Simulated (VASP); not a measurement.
Wanted: the native input for a VASP 6.6.1 run.

```yaml
Task: single point
Functional: PBEsol
Potentials_or_basis: VASP PAW PBE potentials, release 64 (Mo_sv, Ge_d)
Cutoff: 520 eV
k_mesh: 3 × 3 × 3
Occupations: gaussian, width 0.05 eV
Spin: collinear spin
Starting_moments: "[2.0, 0.0, 0.0, 0.0, 0.0, 0.0, 0.0, 0.0, 0.0, 0.0, 0.0, 0.0, 0.0, 0.0, 0.0, 0.0] μB"
Hubbard_terms: Mo d U = 2.0 eV
Dipole_correction: no
Further_INCAR_settings: LREAL = Auto; ALGO = Normal; EDIFF = 1e-06; NBANDS = 130
```

The structure of Ge15Mo lies in POSCAR:

```
Ge15Mo
1.0
    0.0000000000      5.6575400000      5.6575400000
    5.6575400000      0.0000000000      5.6575400000
    5.6575400000      5.6575400000      0.0000000000
Mo Ge
1 15
Direct
    1.0000000000      0.0000000000      0.0000000000
    0.9995146617      0.9995146617      0.5004853383
    0.9995146617      0.5004853383      0.9995146617
    0.9995146617      0.5004853383      0.5004853383
    0.5004853383      0.9995146617      0.9995146617
    0.5004853383      0.9995146617      0.5004853383
    0.5004853383      0.5004853383      0.9995146617
    0.5000000000      0.5000000000      0.5000000000
    0.1263979545      0.1263979545      0.1263979545
    0.1263979545      0.1263979545      0.6208061366
    0.1263979545      0.6208061366      0.1263979545
    0.1253009340      0.6248996887      0.6248996887
    0.6208061366      0.1263979545      0.1263979545
    0.6248996887      0.1253009340      0.6248996887
    0.6248996887      0.6248996887      0.1253009340
    0.6248996887      0.6248996887      0.6248996887
```

One way to write it, as run:

INCAR

```
PREC     = Accurate       # precision mode
ENCUT    = 520            # plane-wave cutoff, eV
EDIFF    = 1E-6           # SCF threshold, eV
ISMEAR   = 0              # smearing method
SIGMA    = 0.05           # smearing width, eV
LREAL    = Auto         
LASPH    = T              # aspherical terms in the spheres
NELM     = 150            # most SCF steps
ALGO     = Normal         # electronic algorithm
ISIF     = 2              # what is computed and relaxed
LWAVE    = F              # write WAVECAR
LCHARG   = T              # write CHGCAR
ISPIN    = 2              # spin polarisation
MAGMOM   = 2 0 0 0 0 0 0 0 0 0 0 0 0 0 0 0 # initial moments
LORBIT   = 11             # projections on sites
LMAXMIX  = 4              # l up to which the mixer works
LDAU     = T              # DFT+U
LDAUTYPE = 2            
LDAUL    = 2 -1           # shell
LDAUU    = 2 0            # U, eV
LDAUJ    = 0 0          
LDAUPRINT= 1            
GGA      = PS             # functional
LELF     = T              # ELF
LVHAR    = T            
NBANDS   = 130            # bands
```

KPOINTS

```
regular mesh
0
Gamma
  3 3 3
```

Potentials or basis: VASP PAW PBE potentials, release 64 (Mo_sv, Ge_d).

Run with:

```sh
$ cat potpaw_PBE.64/Mo_sv/POTCAR potpaw_PBE.64/Ge_d/POTCAR > POTCAR
$ mpirun -np 1 vasp_std > vasp.out
```

Results of the run:

```yaml
Pressure: 1.3 GPa
Largest_force: 0.022 eV/Å
Band_gap_on_the_k_mesh: 0.29 eV
Net_moment: 2.00 μB per cell
Site_moments: Mo +1.79; Ge +0.01, -0.00, -0.04, +0.00 (each value once) μB
Valence_electrons_inside_the_program's_atomic_spheres: Mo 12.46; Ge 12.41, 12.47 (each value once)
```

Caveat: the PAW data sets were made with another functional, which shifts forces and pressure a little; an odd mesh through Γ misses points on the zone boundary, where band edges can lie; the U is typed as a test and isn't derived for this compound.

Wall time 21 min on 1 thread of Oxide Virtual Turin-like Processor (shared host), peak memory 0.75 GiB.
